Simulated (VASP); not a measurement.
Here is a VASP 6.6.1 calculation.

File INCAR:

```
PREC = Accurate ; ENCUT = 600
EDIFF = 1E-6 ; ISMEAR = 0
SIGMA = 0.05 ; LREAL = False
LASPH = True ; NELM = 120
ALGO = Normal ; ISIF = 2
LWAVE = False ; LCHARG = False
GGA = RP ; NBANDS = 27
GGA_COMPAT = False
```

Contents of KPOINTS:

```
Automatic mesh
0
Gamma
  8 8 8
```

POSCAR

```
Cu3N
1.0
    3.8446091931      0.0000000000      0.0000000000
    0.0000000000      3.8446091931      0.0000000000
    0.0000000000      0.0000000000      3.8446091931
Cu N
3 1
Direct
    0.5000000000      0.0000000000      0.0000000000
    0.0000000000      0.5000000000      0.0000000000
    0.0000000000      0.0000000000      0.5000000000
    0.0000000000      0.0000000000      0.0000000000
```

Potentials or basis: VASP PAW PBE potentials, release 64 (Cu, N).

Command:

```bash
$ cat potpaw_PBE.64/Cu/POTCAR potpaw_PBE.64/N/POTCAR > POTCAR
$ mpirun -np 1 vasp_std > vasp.out
```

(1) What does it give for the band gap on the k mesh?

(2) Estimate the pressure.

Answers

(1) 0.29 eV (least direct gap 0.82 eV).

(2) 2.8 GPa.

Caveat: semilocal functionals underestimate gaps, and a narrow one can read as zero; the PAW data sets were made with another functional, which shifts forces and pressure a little.
